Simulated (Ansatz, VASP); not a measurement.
PtSe2: VASP beside Ansatz

Contents of INCAR:

```
PREC = Accurate
ENCUT = 520
EDIFF = 1E-6
ISMEAR = 0
SIGMA = 0.1
LREAL = False
LASPH = True
NELM = 80
ALGO = Normal
ISIF = 2
LWAVE = False
LCHARG = True
LDIPOL = True
IDIPOL = 3
DIPOL = 0.5 0.5 0.452
GGA = PE
IVDW = 12
LELF = True
LVHAR = True
LVACPOTAV = True
NBANDS = 56
```

KPOINTS

```
Automatic mesh
0
Gamma
  3 3 1
```

The input POSCAR:

```
PtSe2
1.0
    7.5434048737      0.0000000000      0.0000000000
   -3.7717024368      6.5327802516      0.0000000000
    0.0000000000      0.0000000000     20.5608116858
Se Pt
8 4
Direct
    0.3333333333      0.1666666667      0.3890896975
    0.3333333333      0.6666666667      0.3890896975
    0.8333333333      0.1666666667      0.3890896975
    0.8333333333      0.6666666667      0.3890896975
    0.1665211331      0.3330486214      0.5143209394
    0.1663515356      0.8335501946      0.5141813110
    0.6666667240      0.3333046959      0.5144227488
    0.6671348026      0.8334606594      0.5141905176
    0.0000251049      0.0000707635      0.4516006642
    0.0000049805      0.5000141232      0.4517444805
    0.4999949820     -0.0000263777      0.4517739538
    0.5000241279      0.5000202354      0.4517416211
```

Input for Ansatz:

```yaml
crystal:
  lattice:
    - [7.5434048737, 0.0, 0.0]
    - [-3.7717024368, 6.5327802516, 0.0]
    - [0.0, 0.0, 20.5608116858]
  atoms:
    - { symbol: Se, position: [0.3333333333, 0.1666666667, 0.3890896975] }
    - { symbol: Se, position: [0.3333333333, 0.6666666667, 0.3890896975] }
    - { symbol: Se, position: [0.8333333333, 0.1666666667, 0.3890896975] }
    - { symbol: Se, position: [0.8333333333, 0.6666666667, 0.3890896975] }
    - { symbol: Pt, position: [2.51049e-05, 7.07635e-05, 0.4516006642] }
    - { symbol: Pt, position: [4.9805e-06, 0.5000141232, 0.4517444805] }
    - { symbol: Pt, position: [0.499994982, -2.63777e-05, 0.4517739538] }
    - { symbol: Pt, position: [0.5000241279, 0.5000202354, 0.4517416211] }
    - { symbol: Se, position: [0.1665211331, 0.3330486214, 0.5143209394] }
    - { symbol: Se, position: [0.1663515356, 0.8335501946, 0.514181311] }
    - { symbol: Se, position: [0.666666724, 0.3333046959, 0.5144227488] }
    - { symbol: Se, position: [0.6671348026, 0.8334606594, 0.5141905176] }
basis:
  ecutwfc: 420
kpoints:
  mp_grid: { grid: [3, 3, 1] }
hamiltonian:
  xc: pbe
  dispersion: d3bj
scf:
  occupations: { method: gaussian, width: 0.1 }
output:
  forces: true
  eigenvalues: true
  write_density: true
  volumetric_format: npy
efield:
  axis: 3
  dipole_correction: true
  ramp_width: 0.04
```

Alike in both runs: task single point; functional PBE; dispersion D3(BJ); k mesh 3 × 3 × 1; occupations gaussian, width 0.1 eV; no spin polarisation.

```csv
,VASP,Ansatz
version,VASP 6.6.1,Ansatz 0.2.0
potentials or method,"VASP PAW PBE potentials, release 64 (Se, Pt), cutoff 520 eV","scalar-relativistic, plane waves, PAW"
valence electrons in the cell,88,200
```

|  | VASP | Ansatz | Ansatz less VASP |
| --- | --- | --- | --- |
| gap on the k mesh at the Fermi level (eV) | 1.64 | 1.64 | +0.007 |
| least direct gap on the mesh (eV) | 1.75 | 1.75 | +0.007 |
| rms of the force components (eV/Å) | 0.011 | 0.011 | +0.0003 |

VASP's potentials hold 88 valence electrons a cell and Ansatz's 200, so a difference there can come from the potentials and not from the codes.

Spin-orbit coupling is off throughout.
